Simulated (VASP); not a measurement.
# CdS (Hawleyite) (I-4m2) in VASP: further runs, part 2 of 2

VASP 6.6.1.

### Step 3. Single point, LDA (film at in-plane strain +0.005)

File INCAR:

```
  PREC = Accurate
  ENCUT = 520
  EDIFF = 1E-7
  ISMEAR = 0
  SIGMA = 0.01
  LREAL = F
  LASPH = T
  NELM = 100
  ALGO = Normal
  ISIF = 2
  LWAVE = F
  LCHARG = F
  NBANDS = 16
```

File KPOINTS:

```
regular mesh
0
Gamma
  8 8 8
```

File POSCAR:

```
CdS
1.0
    2.8926536271      2.8926536271      0.0000000000
   -2.8926536271      2.8926536271      0.0000000000
    0.0000000000      2.8926536271      2.8566390301
Cd S
1 1
Direct
    0.0000000000      0.0000000000      0.0000000000
    0.7500000000      0.2500000000      0.5000000000
```

Potentials or basis: VASP PAW LDA potentials, release 64 (Cd, S).

Launch:

```console
> cat potpaw_LDA.64/Cd/POTCAR potpaw_LDA.64/S/POTCAR > POTCAR
> mpirun -np 1 vasp_std > vasp.out
```

OUTCAR:

```text
PREC = Accurate
   ENCUT = 520
   EDIFF = 1E-7
   ISMEAR = 0
   LREAL = F
   LASPH = T
   NELM = 100
   ISIF = 2

 ion  position               nearest neighbor table
   1  0.000  0.000  0.000-   2 2.49   2 2.49   2 2.49   2 2.49
   2  0.750  0.250  0.500-   1 2.49   1 2.49   1 2.49   1 2.49

  LATTYP: Found a body centered tetragonal cell.
 ALAT       =     4.0908299907
 C/A-ratio  =     1.3966060856

  Lattice vectors:

 A1 = (   2.8926536271,   0.0000000000,  -2.8566390301)
 A2 = (  -2.8926536271,   0.0000000000,  -2.8566390301)
 A3 = (   0.0000000000,   2.8926536271,   2.8566390301)

Analysis of symmetry for initial positions (statically):
=====================================================================
 Subroutine PRICEL returns:
 Original cell was already a primitive cell.

 Routine SETGRP: Setting up the symmetry group for a
 body centered tetragonal supercell.

 Subroutine GETGRP returns: Found  8 space group operations
[... 156 lines left out ...]

 Free energy of the ion-electron system (eV)
  ---------------------------------------------------
  ext. energy  EPLUGINS =         0.00000000
  ---------------------------------------------------
  free energy    TOTEN  =        -7.40675941 eV

  energy without entropy =       -7.40675941  energy(sigma->0) =       -7.40675941

 E-fermi :   1.5651     XC(G=0):  -9.7559

 val. band max:        1.4862952153   @ k =   0.0000   0.0000   0.0000
 cond. band min:       2.4325354785   @ k =   0.0000   0.0000   0.0000
 fundamental gap:      0.9462402632
 Fermi energy:         1.5651003882

 k-point     1 :       0.0000    0.0000    0.0000
  band No.  band energies     occupation
      1     -11.1335      2.00000
      2      -6.4689      2.00000
      3      -6.4689      2.00000
      4      -6.4613      2.00000
      5      -5.9331      2.00000
      6      -5.9260      2.00000
[... 433 lines left out ...]
      3      -6.3362      2.00000
      4      -6.0768      2.00000
      5      -5.9462      2.00000
      6      -5.8773      2.00000
[... 8 lines left out ...]
     15      12.9830      0.00000
     16      13.8258      0.00000

 [... further k-points ...]
[... 5 lines left out ...]
  --------------------------------------------------------------------------------------
  -------------------------------------------------------------------------------------
  Total        0.0890307      0.0890307      0.1612918      0.0000000      0.0000000      0.0000000
  in kB        2.9838154      2.9838154      5.4056077      0.0000000      0.0000000      0.0000000
  external PRESSURE =       3.7910795 kB  Pullay stress =       0.0000000 kB

 VOLUME and BASIS-vectors are now :
 -----------------------------------------------------------------------------
  energy-cutoff  :      520.00
  volume of cell :       47.81
      direct lattice vectors                 reciprocal lattice vectors
     2.892653627  2.892653627  0.000000000     0.172851666  0.172851666 -0.175030865
    -2.892653627  2.892653627  0.000000000    -0.172851666  0.172851666 -0.175030865
     0.000000000  2.892653627  2.856639030     0.000000000  0.000000000  0.350061730

 POSITION                                       TOTAL-FORCE (eV/Angst)
 -----------------------------------------------------------------------------------
      0.00000      0.00000      0.00000         0.000000     -0.000000      0.000000
      1.44633      4.33898      1.42832        -0.000000      0.000000      0.000000
 -----------------------------------------------------------------------------------
    total drift:                                0.000000      0.000000     -0.000000

  FREE ENERGIE OF THE ION-ELECTRON SYSTEM (eV)
  ---------------------------------------------------
  free  energy   TOTEN  =        -7.4067594061 eV

  energy  without entropy=       -7.4067594061  energy(sigma->0) =       -7.40675941
```

It took 36 s on 1 thread of Intel Xeon Platinum 8488C (Sapphire Rapids), shared host; peak memory 0.17 GiB.

Results:

| Property | Result |
| --- | --- |
| Free energy | -7.4068 eV |
| Pressure | 0.4 GPa |
| Band gap on the k mesh | 0.95 eV, direct |

Stress tensor (GPa, compression positive):
```
0.30 0.00 0.00
0.00 0.30 0.00
0.00 0.00 0.54
```

Caveat: the cell differs from its parent crystal (film at in-plane strain +0.005).

### Step 4. Single point, LDA (in-plane strain +0.005)

File INCAR:

```
ALGO = Normal ; EDIFF = 1E-6
ENCUT = 520 ; GGA = CA
ISIF = 2 ; ISMEAR = 0
LASPH = True ; LCHARG = False
LREAL = False ; LWAVE = False
NBANDS = 16 ; NELM = 80
PREC = Accurate ; SIGMA = 0.01
```

File KPOINTS:

```
k-points
0
Gamma
  8 8 8
```

POSCAR, as its differences from that of step 3:

```diff
@@ -4,3 +4,3 @@
    -2.8926536271      2.8926536271      0.0000000000
-    0.0000000000      2.8926536271      2.8566390301
+    0.0000000000      2.8926536271      2.8696275286
 Cd S
```

Launch:

```console
> cat potpaw_LDA.64/Cd/POTCAR potpaw_LDA.64/S/POTCAR > POTCAR
> mpirun -np 1 vasp_std > vasp.out
```

Wall time 26 s (1 thread of Intel Xeon Platinum 8488C (Sapphire Rapids), shared host); peak memory 0.17 GiB.

Results (log left out):

```yaml
Free_energy: -7.4073 eV
Pressure: 0.1 GPa
Band_gap_on_the_k_mesh: 0.95 eV, direct
```

Stress tensor (GPa, compression positive):
```
0.02 0.00 0.00
0.00 0.02 0.00
0.00 0.00 0.18
```

Levels at points of the mesh, in eV from the valence-band top:
```tsv
k point	band 5	band 6	band 7	band 8	band 9	band 10	band 11	band 12	band 13	band 14
(0.00, 0.00, 0.00)	-7.40	-7.39	-0.02	-0.02	0.00	0.95	6.33	6.33	6.34	11.24
(0.50, 0.00, 0.00)	-7.35	-6.98	-4.74	-0.85	-0.82	2.81	6.79	6.86	7.31	10.85
(0.50, 0.50, 0.00)	-7.30	-6.92	-4.23	-2.05	-2.04	3.25	4.21	9.05	10.68	10.78
(0.00, 0.00, 0.50)	-7.30	-6.90	-4.18	-2.08	-2.08	3.22	4.14	9.14	10.71	10.71
```

Caveat: the cell differs from its parent crystal (in-plane strain +0.005).

### Step 5. Single point, LDA (in-plane strain +0.01, then relaxed in part)

File INCAR:

```
ALGO     = Normal         # electronic algorithm
EDIFF    = 1E-6           # SCF threshold, eV
ENCUT    = 520            # plane-wave cutoff, eV
GGA      = CA             # functional
ISIF     = 2              # what is computed and relaxed
ISMEAR   = 0              # smearing method
LASPH    = T              # aspherical terms in the spheres
LCHARG   = F              # write CHGCAR
LREAL    = F              # projectors in reciprocal space
LWAVE    = F              # write WAVECAR
NBANDS   = 16             # bands
NELM     = 60             # most SCF steps
PREC     = Accurate       # precision mode
SIGMA    = 0.01           # smearing width, eV
```

KPOINTS is that of step 4.

File POSCAR:

```
CdS
1.0
    2.9070449387      2.9070449387      0.0000000000
   -2.9070449387      2.9070449387      0.0000000000
    0.0000000000      2.9070449387      2.8346453033
Cd S
1 1
Direct
    0.0000000000      0.0000000000      0.0000000000
    0.7500000000      0.2500000000      0.5000000000
```

Launch:

```console
> cat potpaw_LDA.64/Cd/POTCAR potpaw_LDA.64/S/POTCAR > POTCAR
> mpirun -np 1 vasp_std > vasp.out
```

Run time: 24 s. Hardware: 1 thread of Intel Xeon Platinum 8488C (Sapphire Rapids), shared host; peak memory 0.18 GiB.

The run converged. Its results:

```
Free energy            : -7.4061 eV
Pressure               : 0.2 GPa
Band gap on the k mesh : 0.92 eV, direct
```

Stress tensor (GPa, compression positive):
```
0.05 0.00 0.00
0.00 0.05 0.00
0.00 0.00 0.53
```

Levels at points of the mesh, in eV from the valence-band top:
```tsv
k point	band 6	band 7	band 8	band 9	band 10	band 11	band 12	band 13
(0.00, 0.00, 0.00)	-7.43	-0.08	-0.08	0.00	0.92	6.30	6.30	6.31
(0.50, 0.00, 0.00)	-7.02	-4.79	-0.92	-0.82	2.78	6.69	6.90	7.29
(0.50, 0.50, 0.00)	-6.97	-4.31	-2.09	-2.04	3.23	4.23	8.97	10.57
(0.00, 0.00, 0.50)	-6.91	-4.15	-2.17	-2.17	3.14	4.00	9.24	10.66
```

Caveat: the cell differs from its parent crystal (in-plane strain +0.01, then relaxed in part).

### Step 6. Single point, LDA (in-plane strain +0.01)

File INCAR:

```
SYSTEM = CdS
PREC = Accurate
ENCUT = 520
EDIFF = 1E-6
ISMEAR = 0
SIGMA = 0.01
LREAL = .FALSE.
LASPH = .TRUE.
NELM = 80
ALGO = Normal
ISIF = 2
LWAVE = .FALSE.
LCHARG = .FALSE.
GGA = CA
NBANDS = 16
```

File KPOINTS:

```
Automatic mesh
0
G
  8 8 8
  0 0 0
```

POSCAR, as its differences from that of step 5:

```diff
@@ -4,3 +4,3 @@
    -2.9070449387      2.9070449387      0.0000000000
-    0.0000000000      2.9070449387      2.8346453033
+    0.0000000000      2.9070449387      2.8609927417
 Cd S
```

Potentials or basis: VASP PAW LDA potentials, release 64 (Cd, S).

Launch:

```console
> cat potpaw_LDA.64/Cd/POTCAR potpaw_LDA.64/S/POTCAR > POTCAR
> mpirun -np 1 vasp_std > vasp.out
```

It took 22 s on 1 thread of Intel Xeon Platinum 8488C (Sapphire Rapids), shared host; peak memory 0.18 GiB.

Results (log left out):

```yaml
Free_energy: -7.4066 eV
Pressure: -0.4 GPa
Band_gap_on_the_k_mesh: 0.92 eV, direct
```

Stress tensor (GPa, compression positive):
```
-0.51  0.00  0.00
 0.00 -0.51  0.00
 0.00  0.00 -0.18
```

Levels at points of the mesh, in eV from the valence-band top:
| k point | band 7 | band 8 | band 9 | band 10 | band 11 | band 12 |
| --- | --- | --- | --- | --- | --- | --- |
| (0.00, 0.00, 0.00) | -0.05 | -0.05 | 0.00 | 0.92 | 6.32 | 6.32 |
| (0.50, 0.00, 0.00) | -4.71 | -0.87 | -0.81 | 2.79 | 6.75 | 6.88 |
| (0.50, 0.50, 0.00) | -4.24 | -2.04 | -2.01 | 3.25 | 4.21 | 8.98 |
| (0.00, 0.00, 0.50) | -4.13 | -2.09 | -2.09 | 3.19 | 4.07 | 9.15 |

Caveat: the cell differs from its parent crystal (in-plane strain +0.01).

### Step 7. The runs side by side

| cell | gap on the mesh (eV) | pressure (GPa) |
| --- | --- | --- |
| a = 4.091, b = 4.091, c = 4.065 Å, angles 59.8, 59.8, 90.0°, 2 atoms | 0.95 | 0.4 |
| a = 4.091, b = 4.091, c = 4.075 Å, angles 59.9, 59.9, 90.0°, 2 atoms | 0.95 | 0.1 |
| a = 4.111, b = 4.111, c = 4.060 Å, angles 59.6, 59.6, 90.0°, 2 atoms | 0.92 | 0.2 |
| a = 4.111, b = 4.111, c = 4.079 Å, angles 59.7, 59.7, 90.0°, 2 atoms | 0.92 | -0.4 |

Alike in all rows: task single point; level LDA; potentials or basis VASP PAW LDA potentials, release 64 (Cd, S); no spin polarisation; k mesh 8 × 8 × 8; cutoff (eV) 520; smearing gaussian 0.01 eV.

Total energies depend on the potentials used, so only differences within one code and one set of settings carry meaning.
